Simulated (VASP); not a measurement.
# Co (P6_3/mmc) in VASP: single point with PBEsol

Aim: the single point of Co with PBEsol.

Program: VASP 6.6.1. These are calculated values, not measurements. Logs are shortened: lines on timing, memory, paths and dates and some standing lists are left out, and cuts for length are marked.

**1. The cell of the first run**

It takes space group P6_3/mmc (No. 194, hexagonal). The conventional cell has a = 2.507 Å, b = 2.507 Å, c = 4.070 Å, α = 90.00°, β = 90.00°, γ = 120.00°. Co (site symmetry -6m2) has 12 Co at 2.50 to 2.51 Å within 3.3 Å.

**2. Single point, PBEsol, collinear spin, ferromagnetic start**

INCAR

```
PREC = Accurate ; ENCUT = 520
EDIFF = 1E-6 ; ISMEAR = -1
SIGMA = 0.1 ; LREAL = False
LASPH = True ; NELM = 150
ALGO = Normal ; ISIF = 2
LWAVE = False ; LCHARG = False
ISPIN = 2 ; MAGMOM = 2.5 2.5
LORBIT = 11 ; LMAXMIX = 4
GGA = PS ; NBANDS = 20
```

KPOINTS

```
regular mesh
0
Gamma
  10 10 6
```

POSCAR

```
Co
1.0
    2.5074000000      0.0000000000      0.0000000000
   -1.2537000000      2.1714720974      0.0000000000
    0.0000000000      0.0000000000      4.0699000000
Co
2
Direct
    0.3333333333      0.6666666667      0.2500000000
    0.6666666667      0.3333333333      0.7500000000
```

Potentials or basis: VASP PAW PBE potentials, release 64 (Co).

Launch:

```
cat potpaw_PBE.64/Co/POTCAR > POTCAR
mpirun -np 1 vasp_std > vasp.out
```

OUTCAR:

```text
PREC = Accurate
   ENCUT = 520
   EDIFF = 1E-6
   ISMEAR = -1
   LREAL = False
   LASPH = True
   NELM = 150
   ISIF = 2
   ISPIN = 2
   LORBIT = 11
   GGA = PS

 ion  position               nearest neighbor table
   1  0.333  0.667  0.250-   2 2.50   2 2.50   2 2.50   2 2.50   2 2.50   2 2.50
   2  0.667  0.333  0.750-   1 2.50   1 2.50   1 2.50   1 2.50   1 2.50   1 2.50

  LATTYP: Found a hexagonal cell.
 ALAT       =     2.5074000000
 C/A-ratio  =     1.6231554598

  Lattice vectors:

 A1 = (   2.5074000000,   0.0000000000,   0.0000000000)
 A2 = (  -1.2537000000,   2.1714720974,   0.0000000000)
 A3 = (   0.0000000000,   0.0000000000,   4.0699000000)

Analysis of symmetry for initial positions (statically):
=====================================================================
 Subroutine PRICEL returns:
 Original cell was already a primitive cell.

 Routine SETGRP: Setting up the symmetry group for a
 hexagonal supercell.

 Subroutine GETGRP returns: Found 24 space group operations
 (whereof 12 operations were pure point group operations)
 out of a pool of 24 trial point group operations.

The static configuration has the point symmetry D_3d.
 The point group associated with its full space group is D_6h.

Analysis of symmetry for dynamics (positions and initial velocities):
=====================================================================
 Subroutine PRICEL returns:
 Original cell was already a primitive cell.

 Routine SETGRP: Setting up the symmetry group for a
 hexagonal supercell.

 Subroutine GETGRP returns: Found 24 space group operations
 (whereof 12 operations were pure point group operations)
 out of a pool of 24 trial point group operations.

The dynamic configuration has the point symmetry D_3d.
 The point group associated with its full space group is D_6h.

Analysis of structural, dynamic, and magnetic symmetry:
=====================================================================
 Subroutine PRICEL returns:
 Original cell was already a primitive cell.

 Routine SETGRP: Setting up the symmetry group for a
 hexagonal supercell.

 Subroutine GETGRP returns: Found 24 space group operations
 (whereof 12 operations were pure point group operations)
 out of a pool of 24 trial point group operations.

The overall configuration has the point symmetry D_3d.
 The point group associated with its full space group is D_6h.

 Subroutine INISYM returns: Found 24 space group operations
 (whereof 12 operations are pure point group operations),
 and found     1 'primitive' translations

----------------------------------------------------------------------------------------

                                     Primitive cell

  volume of cell :      22.1596

  direct lattice vectors                    reciprocal lattice vectors
     2.507400000  0.000000000  0.000000000     0.398819494  0.230258542  0.000000000
    -1.253700000  2.171472097  0.000000000     0.000000000  0.460517085  0.000000000
     0.000000000  0.000000000  4.069900000     0.000000000  0.000000000  0.245706283

  length of vectors
     2.507400000  2.507400000  4.069900000     0.460517085  0.460517085  0.245706283

  position of ions in fractional coordinates (direct lattice)
     0.333333333  0.666666667  0.250000000
     0.666666667  0.333333333  0.750000000

  ion indices of the primitive-cell ions
   primitive index   ion index
                 1           1
                 2           2

----------------------------------------------------------------------------------------

 KPOINTS: regular mesh

Automatic generation of k-mesh.
 Grid dimensions read from file:
 generate k-points for:   10   10    6

 Generating k-lattice:

  Cartesian coordinates                     Fractional coordinates (reciprocal lattice)
     0.039881949  0.023025854  0.000000000     0.100000000  0.000000000  0.000000000
     0.000000000  0.046051708  0.000000000     0.000000000  0.100000000  0.000000000
     0.000000000  0.000000000  0.040951047     0.000000000  0.000000000  0.166666667

  Length of vectors
     0.046051708  0.046051708  0.040951047

  Shift w.r.t. Gamma in fractional coordinates (k-lattice)
     0.000000000  0.000000000  0.000000000

 Subroutine IBZKPT returns following result:
 ===========================================

 Found     56 irreducible k-points:

 Following reciprocal coordinates:
            Coordinates               Weight
  0.000000  0.000000  0.000000      1.000000
  0.100000  0.000000  0.000000      6.000000
  0.200000  0.000000  0.000000      6.000000
  0.300000  0.000000  0.000000      6.000000
  0.400000  0.000000  0.000000      6.000000
  0.500000  0.000000  0.000000      3.000000
[... 16 lines left out ...]
  0.300000  0.100000  0.166667     24.000000
  0.400000  0.100000  0.166667     24.000000
 [... further k-points ...]
   k-points           NKPTS =     56   k-points in BZ     NKDIM =     56   number of bands    NBANDS=     20
   number of dos      NEDOS =    301   number of ions     NIONS =      2
   total plane-waves  NPLWV =  12000
   dimension x,y,z NGX =    20 NGY =   20 NGZ =   30
   dimension x,y,z NGXF=    40 NGYF=   40 NGZF=   60
   ions per type =               2
   NGX,Y,Z   is equivalent  to a cutoff of  13.26, 13.26, 12.25 a.u.
   NGXF,Y,Z  is equivalent  to a cutoff of  26.52, 26.52, 24.51 a.u.
 SYSTEM =  unknown system
   PREC   = accura    normal or accurate (medium, high low for compatibility)
   ISTART =      0    job   : 0-new  1-cont  2-samecut
   ICHARG =      2    charge: 1-file 2-atom 10-const
   ISPIN  =      2    spin polarized calculation?
   LNONCOLLINEAR =      F non collinear calculations
   LSORBIT =      F    spin-orbit coupling
   LASPH  =      T    aspherical Exc in radial PAW
   ENCUT  =  520.0 eV  38.22 Ry    6.18 a.u.   4.66  4.66  7.57*2*pi/ulx,y,z
   NELM   =    150;   NELMIN=  2; NELMDL= -5     # of ELM steps
   EDIFF  = 0.1E-05   stopping-criterion for ELM
   LREAL  =      F    real-space projection
   EDIFFG = 0.1E-04   stopping-criterion for IOM
   NSW    =      0    number of steps for IOM
   IBRION =     -1    ionic relax: 0-MD 1-quasi-New 2-CG
   NFREE  =      0    steps in history (QN), initial steepest desc. (CG)
   ISIF   =      2    stress and relaxation
   ISYM   =      2    0-nonsym 1-usesym 2-fastsym
   POTIM  = 0.5000    time-step for ionic-motion
   TEBEG  =    0.0;   TEEND  =   0.0 temperature during run
   PSTRESS=    0.0 pullay stress
   NELECT =      18.0000    total number of electrons
   NUPDOWN=      -1.0000    fix difference up-down
   EMIN   =  10.00;   EMAX   =-10.00  energy-range for DOS
   EFERMI =   0.00;   METHOD = LEGACY
   ISMEAR =    -1;   SIGMA  =   0.10  broadening in eV -4-tet -1-fermi 0-gaus
   EFERMI_NEDOS =   21; number of points for ismear=-14 and -15
   IALGO  =     38    algorithm
   IMIX   =      4    mixing-type and parameters
     AMIX     =   0.40;   BMIX     =  1.00
     AMIX_MAG =   1.60;   BMIX_MAG =  1.00
  volume/ion in A,a.u.               =      11.08        74.77
  Fermi-wavevector in a.u.,A,eV,Ry     =   1.527490  2.886538 31.745475  2.333227
  Thomas-Fermi vector in A             =   2.635379
   LORBIT       =     11    0 simple, 1 ext, 2 COOP (PROOUT), +10 PAW based schemes
   GGA     = PS    functional components
   LHFCALC =     F    Hartree Fock is set to
   AEXX    =    0.0000 exact exchange contribution
   IVDW    =     0    specifies the selected vdW correction
   LEPSILON=     F    determine dielectric tensor
   LRPA    =     F    only Hartree local field effects (RPA)
 spin polarized calculation
  energy-cutoff  :      520.00
  volume of cell :       22.16
 maximum number of plane-waves:       614
 NGX is ok and might be reduce to    20
   NGX =  9   NGY =  9   NGZ = 15

 number of electron      18.0000002 magnetization       3.3011391

 Free energy of the ion-electron system (eV)
  ---------------------------------------------------
  ext. energy  EPLUGINS =         0.00000000
  ---------------------------------------------------
  free energy    TOTEN  =       -15.43524994 eV

  energy without entropy =      -15.37354781  energy(sigma->0) =      -15.40439888

 E-fermi :   9.7671     XC(G=0): -13.4551

 val. band max:        9.7561020567   @ k =   0.2000   0.1000   0.1667
 cond. band min:       9.7754060662   @ k =   0.2000   0.1000   0.3333
 fundamental gap:      0.0193040095
 Fermi energy:         9.7670543063

 spin component 1

 k-point     1 :       0.0000    0.0000    0.0000
  band No.  band energies     occupation
      1       0.9238      1.00000
      2       4.7136      1.00000
      3       7.1775      1.00000
      4       7.2193      1.00000
      5       7.2193      1.00000
      6       7.5176      1.00000
[... 12 lines left out ...]
     19      35.3106      0.00000
     20      35.3106      0.00000

 k-point     2 :       0.1000    0.0000    0.0000
  band No.  band energies     occupation
      1       1.2681      1.00000
      2       4.9176      1.00000
      3       6.9350      1.00000
      4       7.3774      1.00000
      5       7.3930      1.00000
      6       7.4749      1.00000
[... 12 lines left out ...]
     19      36.1014      0.00000
     20      38.2121      0.00000

 k-point     3 :       0.2000    0.0000    0.0000
  band No.  band energies     occupation
      1       2.2462      1.00000
      2       5.3623      1.00000
      3       6.6360      1.00000
      4       6.7090      1.00000
      5       7.2451      1.00000
      6       7.5489      1.00000
[... 12 lines left out ...]
     19      34.8971      0.00000
     20      38.0346      0.00000

 k-point     4 :       0.3000    0.0000    0.0000
  band No.  band energies     occupation
      1       3.6222      1.00000
      2       5.4967      1.00000
      3       5.9784      1.00000
      4       6.6062      1.00000
      5       7.2514      1.00000
      6       7.3110      1.00000
[... 429 lines left out ...]
 k-point    23 :       0.3000    0.1000    0.1667
  band No.  band energies     occupation
      1       4.5318      1.00000
      2       5.5677      1.00000
      3       5.7723      1.00000
      4       6.4519      1.00000
      5       7.1136      1.00000
      6       7.4331      1.00000
[... 12 lines left out ...]
     19      34.3161      0.00000
     20      34.4635      0.00000

 k-point    24 :       0.4000    0.1000    0.1667
  band No.  band energies     occupation
      1       4.9564      1.00000
      2       5.3401      1.00000
      3       5.8624      1.00000
      4       6.3857      1.00000
      5       7.0598      1.00000
      6       7.6591      1.00000
[... 12 lines left out ...]
     19      33.6044      0.00000
     20      33.9145      0.00000

 [... further k-points ...]

 spin component 2

 k-point     1 :       0.0000    0.0000    0.0000
  band No.  band energies     occupation
      1       0.9892      1.00000
      2       5.6912      1.00000
      3       8.8222      0.99992
      4       8.8781      0.99986
      5       8.8781      0.99986
      6       9.2284      0.99544
[... 12 lines left out ...]
     19      35.6610      0.00000
     20      35.6610      0.00000

 k-point     2 :       0.1000    0.0000    0.0000
  band No.  band energies     occupation
      1       1.3351      1.00000
      2       5.9245      1.00000
      3       8.5344      1.00000
      4       8.7919      0.99994
      5       9.0523      0.99921
      6       9.0698      0.99906
[... 12 lines left out ...]
     19      36.0625      0.00000
     20      38.5516      0.00000

 k-point     3 :       0.2000    0.0000    0.0000
  band No.  band energies     occupation
      1       2.3275      1.00000
      2       6.4692      1.00000
      3       7.8475      1.00000
      4       8.1283      1.00000
      5       8.8655      0.99988
      6       9.2805      0.99235
[... 12 lines left out ...]
     19      35.3286      0.00000
     20      38.1812      0.00000

 k-point     4 :       0.3000    0.0000    0.0000
  band No.  band energies     occupation
      1       3.7953      1.00000
      2       6.7634      1.00000
      3       7.1727      1.00000
      4       7.8889      1.00000
      5       8.8108      0.99993
      6       9.0067      0.99950
[... 429 lines left out ...]
 k-point    23 :       0.3000    0.1000    0.1667
  band No.  band energies     occupation
      1       4.9281      1.00000
      2       6.7388      1.00000
      3       7.0195      1.00000
      4       7.7538      1.00000
      5       8.6434      0.99999
      6       9.0422      0.99929
[... 12 lines left out ...]
     19      34.6884      0.00000
     20      34.7159      0.00000

 k-point    24 :       0.4000    0.1000    0.1667
  band No.  band energies     occupation
      1       5.8999      1.00000
      2       6.5461      1.00000
      3       7.0218      1.00000
      4       7.5601      1.00000
      5       8.6723      0.99998
      6       9.1535      0.99784
[... 12 lines left out ...]
     19      33.8033      0.00000
     20      34.3219      0.00000

 [... further k-points ...]
[... 5 lines left out ...]
  --------------------------------------------------------------------------------------
  -------------------------------------------------------------------------------------
  Total       -1.8325836     -1.8325836     -2.0041107      0.0000000     -0.0000000      0.0000000
  in kB     -132.4990506   -132.4990506   -144.9007619      0.0000000     -0.0000000      0.0000000
  external PRESSURE =    -136.6329543 kB  Pullay stress =       0.0000000 kB

 VOLUME and BASIS-vectors are now :
 -----------------------------------------------------------------------------
  energy-cutoff  :      520.00
  volume of cell :       22.16
      direct lattice vectors                 reciprocal lattice vectors
     2.507400000  0.000000000  0.000000000     0.398819494  0.230258542  0.000000000
    -1.253700000  2.171472097  0.000000000     0.000000000  0.460517085  0.000000000
     0.000000000  0.000000000  4.069900000     0.000000000  0.000000000  0.245706283

 POSITION                                       TOTAL-FORCE (eV/Angst)
 -----------------------------------------------------------------------------------
     -0.00000      1.44765      1.01747         0.000000     -0.000000      0.000000
      1.25370      0.72382      3.05242        -0.000000      0.000000      0.000000
 -----------------------------------------------------------------------------------
    total drift:                                0.000000      0.000000     -0.000000

  FREE ENERGIE OF THE ION-ELECTRON SYSTEM (eV)
  ---------------------------------------------------
  free  energy   TOTEN  =       -15.4352499424 eV

  energy  without entropy=      -15.3735478107  energy(sigma->0) =      -15.40439888

 total charge

# of ion       s       p       d       tot
------------------------------------------
    1        0.481   0.508   7.241   8.230
    2        0.481   0.508   7.241   8.230
--------------------------------------------------
tot          0.963   1.016  14.481  16.460

 magnetization (x)

# of ion       s       p       d       tot
------------------------------------------
    1       -0.013  -0.049   1.730   1.668
    2       -0.013  -0.049   1.730   1.668
--------------------------------------------------
tot         -0.027  -0.097   3.460   3.336
```

It took 46 s on 1 thread of AMD EPYC 7R13 (Zen 3), shared host; peak memory 0.13 GiB.

Results:

| Property | Result |
| --- | --- |
| Free energy | -15.4352 eV |
| Pressure | -13.7 GPa |
| Net moment | 3.30 μB per cell |
| Site moments | Co +1.67 μB |
| Valence electrons inside the program's atomic spheres | Co 8.23 |

Stress tensor (GPa, compression positive):
```
-13.25   0.00   0.00
  0.00 -13.25   0.00
  0.00   0.00 -14.49
```

Caveat: the PAW data sets were made with another functional, which shifts forces and pressure a little.
